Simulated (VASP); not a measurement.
# BaTiO3 (P4mm) in VASP: a series of runs, part 2 of 2

VASP 6.6.1.

## 3. Single point, r2SCAN (12.59 Å³/atom)

This run uses another cell than the first one, of 12.59 Å³/atom.

File POSCAR:

```
BaTiO3
1.0
    3.9553582860      0.0000000000      0.0000000000
    0.0000000000      3.9553582860      0.0000000000
    0.0000000000      0.0000000000      4.0235063192
Ba Ti O
1 1 3
Direct
    0.0000000000      0.0000000000      0.0003528897
    0.5000000000      0.5000000000      0.4850182149
    0.5000000000      0.5000000000      0.0261017506
    0.5000000000      0.0000000000      0.5157635724
    0.0000000000      0.5000000000      0.5157635724
```

File INCAR.step1:

```
SYSTEM = BaTiO3
  ALGO = Normal
  EDIFF = 1E-5
  ENCUT = 910
  GGA = PE
  GGA_COMPAT = .False.
  ISMEAR = 0
  LASPH = .True.
  LCHARG = .False.
  LREAL = .False.
  LWAVE = .True.
  NBANDS = 28
  NELM = 120
  PREC = Accurate
  SIGMA = 0.02
```

File INCAR.step2:

```
SYSTEM = BaTiO3
  ALGO = Normal
  EDIFF = 1E-6
  ENCUT = 910
  GGA_COMPAT = .False.
  ISIF = 2
  ISMEAR = 0
  ISTART = 1
  LASPH = .True.
  LCHARG = .False.
  LMIXTAU = .True.
  LREAL = .False.
  LWAVE = .False.
  METAGGA = R2SCAN
  NBANDS = 28
  NELM = 120
  PREC = Accurate
  SIGMA = 0.02
```

File KPOINTS:

```
k-points
0
Gamma
  8 8 8
  0 0 0
```

Potentials or basis: VASP PAW PBE potentials, release 64 (Ba_sv, Ti_sv, O_h).

The run is started by

```
$ cat potpaw_PBE.64/Ba_sv/POTCAR potpaw_PBE.64/Ti_sv/POTCAR potpaw_PBE.64/O_h/POTCAR > POTCAR
$ cp INCAR.step1 INCAR
$ mpirun -np 1 vasp_std > vasp.out
$ cp INCAR.step2 INCAR
$ mpirun -np 1 vasp_std > vasp.out
```

OUTCAR:

```text
SYSTEM = BaTiO3
   EDIFF = 1E-6
   ENCUT = 910
   ISIF = 2
   ISMEAR = 0
   ISTART = 1
   LASPH = .True.
   LREAL = .False.
   METAGGA = R2SCAN
   NELM = 120
   PREC = Accurate

 ion  position               nearest neighbor table
   1  0.000  0.000  0.000-   4 2.78   5 2.78   5 2.78   4 2.78   3 2.80   3 2.80   3 2.80   3 2.80
                             4 2.87   5 2.87   5 2.87   4 2.87   2 3.41   2 3.41   2 3.41   2 3.41
   2  0.500  0.500  0.485-   3 1.85   4 1.98   5 1.98   4 1.98   5 1.98   3 2.18   1 3.41   1 3.41
                             1 3.41   1 3.41   1 3.48   1 3.48   1 3.48   1 3.48
   3  0.500  0.500  0.026-   2 1.85   2 2.18   1 2.80   1 2.80   1 2.80   1 2.80
   4  0.500  0.000  0.516-   2 1.98   2 1.98   1 2.78   1 2.78   1 2.87   1 2.87
   5  0.000  0.500  0.516-   2 1.98   2 1.98   1 2.78   1 2.78   1 2.87   1 2.87

  LATTYP: Found a simple tetragonal cell.
 ALAT       =     3.9553582860
 C/A-ratio  =     1.0172292946

  Lattice vectors:

 A1 = (   3.9553582860,   0.0000000000,   0.0000000000)
 A2 = (   0.0000000000,   3.9553582860,   0.0000000000)
 A3 = (   0.0000000000,   0.0000000000,   4.0235063192)

Analysis of symmetry for initial positions (statically):
=====================================================================
 Subroutine PRICEL returns:
 Original cell was already a primitive cell.

 Routine SETGRP: Setting up the symmetry group for a
 simple tetragonal supercell.

 Subroutine GETGRP returns: Found  8 space group operations
 (whereof  8 operations were pure point group operations)
 out of a pool of 16 trial point group operations.

The static configuration has the point symmetry C_4v.

Analysis of symmetry for dynamics (positions and initial velocities):
=====================================================================
 Subroutine PRICEL returns:
 Original cell was already a primitive cell.

 Routine SETGRP: Setting up the symmetry group for a
 simple tetragonal supercell.

 Subroutine GETGRP returns: Found  8 space group operations
 (whereof  8 operations were pure point group operations)
 out of a pool of 16 trial point group operations.

The dynamic configuration has the point symmetry C_4v.

 Subroutine INISYM returns: Found  8 space group operations
 (whereof  8 operations are pure point group operations),
 and found     1 'primitive' translations

----------------------------------------------------------------------------------------

                                     Primitive cell

  volume of cell :      62.9472

  direct lattice vectors                    reciprocal lattice vectors
     3.955358286  0.000000000  0.000000000     0.252821597  0.000000000  0.000000000
     0.000000000  3.955358286  0.000000000     0.000000000  0.252821597  0.000000000
     0.000000000  0.000000000  4.023506319     0.000000000  0.000000000  0.248539438

  length of vectors
     3.955358286  3.955358286  4.023506319     0.252821597  0.252821597  0.248539438

  position of ions in fractional coordinates (direct lattice)
     0.000000000  0.000000000  0.000352890
     0.500000000  0.500000000  0.485018215
     0.500000000  0.500000000  0.026101751
     0.500000000  0.000000000  0.515763572
     0.000000000  0.500000000  0.515763572

[... 23 lines left out ...]
  Length of vectors
     0.031602700  0.031602700  0.031067430

  Shift w.r.t. Gamma in fractional coordinates (k-lattice)
     0.000000000  0.000000000  0.000000000

 Subroutine IBZKPT returns following result:
 ===========================================

 Found     75 irreducible k-points:

 Following reciprocal coordinates:
            Coordinates               Weight
  0.000000  0.000000  0.000000      1.000000
  0.125000  0.000000  0.000000      4.000000
  0.250000  0.000000  0.000000      4.000000
  0.375000  0.000000  0.000000      4.000000
  0.500000  0.000000  0.000000      2.000000
  0.125000  0.125000  0.000000      4.000000
[... 16 lines left out ...]
  0.375000  0.125000  0.125000     16.000000
  0.500000  0.125000  0.125000      8.000000
 [... further k-points ...]
   k-points           NKPTS =     75   k-points in BZ     NKDIM =     75   number of bands    NBANDS=     28
   number of dos      NEDOS =    301   number of ions     NIONS =      5
   total plane-waves  NPLWV =  64000
   dimension x,y,z NGX =    40 NGY =   40 NGZ =   40
   dimension x,y,z NGXF=    80 NGYF=   80 NGZF=   80
   ions per type =               1   1   3
   NGX,Y,Z   is equivalent  to a cutoff of  16.81, 16.81, 16.53 a.u.
   NGXF,Y,Z  is equivalent  to a cutoff of  33.62, 33.62, 33.05 a.u.
 SYSTEM =  BaTiO3
   PREC   = accura    normal or accurate (medium, high low for compatibility)
   ISTART =      1    job   : 0-new  1-cont  2-samecut
   ICHARG =      0    charge: 1-file 2-atom 10-const
   ISPIN  =      1    spin polarized calculation?
   LNONCOLLINEAR =      F non collinear calculations
   LSORBIT =      F    spin-orbit coupling
   LASPH  =      T    aspherical Exc in radial PAW
   ENCUT  =  910.0 eV  66.88 Ry    8.18 a.u.   9.73  9.73  9.90*2*pi/ulx,y,z
   NELM   =    120;   NELMIN=  2; NELMDL=  0     # of ELM steps
   EDIFF  = 0.1E-05   stopping-criterion for ELM
   LREAL  =      F    real-space projection
[... 7 lines left out ...]
   TEBEG  =    0.0;   TEEND  =   0.0 temperature during run
   PSTRESS=    0.0 pullay stress
   NELECT =      40.0000    total number of electrons
   NUPDOWN=      -1.0000    fix difference up-down
   EMIN   =  10.00;   EMAX   =-10.00  energy-range for DOS
   EFERMI =   0.00;   METHOD = LEGACY
   ISMEAR =     0;   SIGMA  =   0.02  broadening in eV -4-tet -1-fermi 0-gaus
   EFERMI_NEDOS =   21; number of points for ismear=-14 and -15
   IALGO  =     38    algorithm
   IMIX   =      4    mixing-type and parameters
     AMIX     =   0.40;   BMIX     =  1.00
     AMIX_MAG =   1.60;   BMIX_MAG =  1.00
  volume/ion in A,a.u.               =      12.59        84.96
  Fermi-wavevector in a.u.,A,eV,Ry     =   1.407460  2.659714 26.952373  1.980944
  Thomas-Fermi vector in A             =   2.529717
   LORBIT       =      0    0 simple, 1 ext, 2 COOP (PROOUT), +10 PAW based schemes
   METAGGA = R2SCAN    functional components
   LHFCALC =     F    Hartree Fock is set to
   AEXX    =    0.0000 exact exchange contribution
   IVDW    =     0    specifies the selected vdW correction
   LEPSILON=     F    determine dielectric tensor
   LRPA    =     F    only Hartree local field effects (RPA)
 non-spin polarized calculation
 Gauss-broadening in eV      SIGMA  =   0.02
  energy-cutoff  :      910.00
  volume of cell :       62.95
 maximum number of plane-waves:      3948
 NGX is ok and might be reduce to    40
   NGX = 19   NGY = 19   NGZ = 19

 number of electron      40.0000008 magnetization

 Free energy of the ion-electron system (eV)
  ---------------------------------------------------
  ext. energy  EPLUGINS =         0.00000000
  ---------------------------------------------------
  free energy    TOTEN  =       -74.25471078 eV

  energy without entropy =      -74.25471078  energy(sigma->0) =      -74.25471078

 E-fermi :   4.3035     XC(G=0): -12.0189

 val. band max:        4.1206452282   @ k =   0.5000   0.5000   0.5000
 cond. band min:       6.3668277580   @ k =   0.0000   0.0000   0.0000
 fundamental gap:      2.2461825299
 Fermi energy:         4.3034599022

 k-point     1 :       0.0000    0.0000    0.0000
  band No.  band energies     occupation
      1     -54.5896      2.00000
      2     -29.8264      2.00000
      3     -29.7612      2.00000
      4     -29.7612      2.00000
      5     -21.4161      2.00000
      6     -13.8618      2.00000
[... 733 lines left out ...]
     27      12.7540      0.00000
     28      13.6169      0.00000

 [... further k-points ...]

------------------------ aborting loop because EDIFF is reached ----------------------------------------

  FORCE on cell =-STRESS in cart. coord.  units (eV):
  Direction    XX          YY          ZZ          XY          YZ          ZX
  --------------------------------------------------------------------------------------
  -------------------------------------------------------------------------------------
  Total        2.2290192      2.2290192      2.3275304      0.0000000      0.0000000      0.0000000
  in kB       56.7346058     56.7346058     59.2419839      0.0000000      0.0000000      0.0000000
  external PRESSURE =      57.5703985 kB  Pullay stress =       0.0000000 kB

 VOLUME and BASIS-vectors are now :
 -----------------------------------------------------------------------------
  energy-cutoff  :      910.00
  volume of cell :       62.95
      direct lattice vectors                 reciprocal lattice vectors
     3.955358286  0.000000000  0.000000000     0.252821597  0.000000000  0.000000000
     0.000000000  3.955358286  0.000000000     0.000000000  0.252821597  0.000000000
     0.000000000  0.000000000  4.023506319     0.000000000  0.000000000  0.248539438

 POSITION                                       TOTAL-FORCE (eV/Angst)
 -----------------------------------------------------------------------------------
      0.00000      0.00000      0.00142         0.000000     -0.000000      0.025037
      1.97768      1.97768      1.95147         0.000000      0.000000      0.101196
      1.97768      1.97768      0.10502         0.000000      0.000000     -0.099168
      1.97768      0.00000      2.07518        -0.000000     -0.000000     -0.013533
      0.00000      1.97768      2.07518         0.000000     -0.000000     -0.013533
 -----------------------------------------------------------------------------------
    total drift:                                0.000000      0.000000      0.002836

  FREE ENERGIE OF THE ION-ELECTRON SYSTEM (eV)
  ---------------------------------------------------
  free  energy   TOTEN  =       -74.2547107778 eV

  energy  without entropy=      -74.2547107778  energy(sigma->0) =      -74.25471078
```

Wall time 7.8 min (1 thread of Intel Xeon 6975P-C (Granite Rapids), shared host); peak memory 0.48 GiB.

Results:

- Free energy: -74.2547 eV
- Pressure: 5.8 GPa
- Largest force: 0.101 eV/Å
- Band gap on the k mesh: 2.25 eV (least direct gap 2.61 eV)

Forces in eV/Å, atoms in the order of the input:
```
Ba   0.000  0.000  0.025
Ti   0.000  0.000  0.101
O    0.000  0.000 -0.099
O    0.000  0.000 -0.014
O    0.000  0.000 -0.014
```

Stress tensor (GPa, compression positive):
```
5.67 0.00 0.00
0.00 5.67 0.00
0.00 0.00 5.92
```

Levels at points of the mesh, in eV from the valence-band top:
| k point | band 18 | band 19 | band 20 | band 21 | band 22 | band 23 |
| --- | --- | --- | --- | --- | --- | --- |
| (0.00, 0.00, 0.00) | -0.45 | -0.37 | -0.37 | 2.25 | 2.55 | 2.55 |
| (0.50, 0.00, 0.00) | -1.74 | -1.14 | -1.00 | 2.68 | 4.02 | 4.07 |
| (0.50, 0.50, 0.00) | -1.03 | -1.03 | -0.08 | 4.09 | 4.09 | 4.50 |
| (0.00, 0.00, 0.50) | -2.02 | -0.75 | -0.75 | 2.40 | 4.03 | 4.03 |
| (0.50, 0.00, 0.50) | -0.98 | -0.95 | -0.28 | 4.04 | 4.04 | 4.43 |
| (0.50, 0.50, 0.50) | -0.19 | -0.19 | 0.00 | 4.69 | 4.69 | 4.74 |

Caveat: the cutoff is under 1.25 times the usual one of these potentials, so pressure, stress and relaxed cells hold a basis-set (Pulay) error; the cell stands under pressure; the PAW data sets were made with another functional, which shifts forces and pressure a little; spin-orbit coupling is left out, which moves the levels of the heavy elements.

## 4. Relaxation of cell and atoms, r2SCAN

File POSCAR:

```
BaTiO3
1.0
    3.9998000000      0.0000000000      0.0000000000
    0.0000000000      3.9998000000      0.0000000000
    0.0000000000      0.0000000000      4.0180000000
Ba Ti O
1 1 3
Direct
    0.0000000000      0.0000000000      0.0000000000
    0.5000000000      0.5000000000      0.4900000000
    0.5000000000      0.5000000000      0.0190000000
    0.5000000000      0.0000000000      0.5170000000
    0.0000000000      0.5000000000      0.5170000000
```

File INCAR.step1:

```
PREC = Accurate ; ENCUT = 600
ISMEAR = 0 ; SIGMA = 0.02
LREAL = F ; LASPH = T
NELM = 80 ; GGA = PE
ALGO = Normal ; EDIFF = 1E-4
LWAVE = T ; LCHARG = F
```

File INCAR.step2:

```
PREC = Accurate ; ENCUT = 600
EDIFF = 1E-7 ; ISMEAR = 0
SIGMA = 0.02 ; LREAL = F
LASPH = T ; NELM = 80
ALGO = Normal ; ISIF = 3
LWAVE = F ; LCHARG = F
METAGGA = R2SCAN ; LMIXTAU = T
IBRION = 2 ; NSW = 100
EDIFFG = -0.01 ; ISTART = 1
```

File KPOINTS:

```
Automatic mesh
0
Gamma
  8 8 8
```

Potentials or basis: VASP PAW PBE potentials, release 64 (Ba_sv, Ti_sv, O).

The run is started by

```
$ cat potpaw_PBE.64/Ba_sv/POTCAR potpaw_PBE.64/Ti_sv/POTCAR potpaw_PBE.64/O/POTCAR > POTCAR
$ cp INCAR.step1 INCAR
$ mpirun -np 1 vasp_std > vasp.out
$ cp INCAR.step2 INCAR
$ mpirun -np 1 vasp_std > vasp.out
```

Wall time 38 min (1 thread of Oxide Virtual Turin-like, shared host); peak memory 0.28 GiB.

The run converged. Its results:

```
Free energy                           : -74.2707 eV
Relaxed volume                        : 13.08 Å³/atom
Relaxed cell                          : a = 3.987 Å, b = 3.987 Å, c = 4.115 Å, α = 90.00°, β = 90.00°, γ = 90.00°
Space group after relaxing (to 0.1 Å) : P4mm (No. 99)
Energy gained by relaxing             : 3.6 meV/atom
Ionic steps                           : 14
Pressure after relaxing               : 0.0 GPa
Largest force after relaxing          : 0.004 eV/Å
Band gap on the k mesh                : 2.18 eV (least direct gap 2.66 eV)
```

Forces on the atoms (eV/Å):
```
Ba   0.000  0.000  0.000
Ti   0.000  0.000  0.001
O    0.000  0.000  0.004
O    0.000  0.000 -0.003
O    0.000  0.000 -0.003
```

Step by step:
```
step  energy change (eV)  largest force (eV/Å)  pressure (GPa)  volume (Å³)
   1              0.0000                0.3060            1.03        64.28
   2             -0.0075                0.2252           -0.78        65.05
   3             -0.0077                0.2138           -1.05        65.18
   4             -0.0125                0.1156            0.00        64.98
   5             -0.0127                0.0977            0.21        64.94
   6             -0.0145                0.0782            0.19        65.02
   7             -0.0165                0.1012            0.21        65.20
   8             -0.0165                0.1077            0.21        65.23
   9             -0.0174                0.0723           -0.27        65.48
  10             -0.0174                0.0659           -0.36        65.53
  11             -0.0178                0.0607            0.20        65.38
  12             -0.0178                0.0497            0.06        65.42
  13             -0.0179                0.0163           -0.01        65.42
  14             -0.0179                0.0041            0.01        65.42
```

Final structure:
```xyz
5
Lattice="3.9872 0.0000 0.0000 0.0000 3.9872 0.0000 0.0000 0.0000 4.1153" Properties=species:S:1:pos:R:3 pbc="T T T"
Ba    0.0000    0.0000    4.1040
Ti    1.9936    1.9936    1.9719
O     1.9936    1.9936    0.1361
O     1.9936    0.0000    2.1265
O     0.0000    1.9936    2.1265
```

Levels at points of the mesh, in eV from the valence-band top:
| k point | band 16 | band 17 | band 18 | band 19 | band 20 | band 21 | band 22 | band 23 | band 24 |
| --- | --- | --- | --- | --- | --- | --- | --- | --- | --- |
| (0.00, 0.00, 0.00) | -1.54 | -1.28 | -0.68 | -0.48 | -0.48 | 2.18 | 2.61 | 2.61 | 4.29 |
| (0.50, 0.00, 0.00) | -1.98 | -1.93 | -1.71 | -1.35 | -1.17 | 2.71 | 3.85 | 3.92 | 4.36 |
| (0.50, 0.50, 0.00) | -2.90 | -2.00 | -1.11 | -1.11 | -0.07 | 3.95 | 3.95 | 4.33 | 4.73 |
| (0.00, 0.00, 0.50) | -2.08 | -2.03 | -1.99 | -0.76 | -0.76 | 2.31 | 3.84 | 3.84 | 4.28 |
| (0.50, 0.00, 0.50) | -2.66 | -1.87 | -1.09 | -1.03 | -0.39 | 3.85 | 3.88 | 4.21 | 5.15 |
| (0.50, 0.50, 0.50) | -2.58 | -2.58 | -0.31 | -0.31 | 0.00 | 4.44 | 4.44 | 4.52 | 6.83 |

Caveat: the PAW data sets were made with another functional, which shifts forces and pressure a little; spin-orbit coupling is left out, which moves the levels of the heavy elements. r2SCAN opens gaps a little over a GGA but as a rule still falls short of measured ones.

## 5. The runs side by side

```csv
task,potentials or basis,cell,cutoff (eV),gap on the mesh (eV),pressure (GPa),largest force (eV/Å)
single point,"VASP PAW PBE potentials, release 64 (Ba_sv, Ti_sv, O_h)","a = 4.000, b = 4.000, c = 4.018 Å, 5 atoms, atomic positions A",910,2.20,1.9,0.11
single point,"VASP PAW PBE potentials, release 64 (Ba_sv, Ti_sv, O_h)","a = 3.955, b = 3.955, c = 4.024 Å, 5 atoms, atomic positions A",910,2.25,5.8,0.10
relaxation of cell and atoms,"VASP PAW PBE potentials, release 64 (Ba_sv, Ti_sv, O)","relaxed from a = 4.000, b = 4.000, c = 4.018 Å, 5 atoms, atomic positions B",600,2.18,0.0,-
```

Alike in all rows: level r2SCAN; no spin polarisation; k mesh 8 × 8 × 8; smearing gaussian 0.02 eV.

Caveats: the PAW data sets were made with another functional, which shifts forces and pressure a little; spin-orbit coupling is left out, which moves the levels of the heavy elements; the cutoff is under 1.25 times the usual one of these potentials, so pressure, stress and relaxed cells hold a basis-set (Pulay) error (at least some runs); the cell stands under pressure (at least some runs).

Total energies depend on the potentials used, so only differences within one code and one set of settings carry meaning.
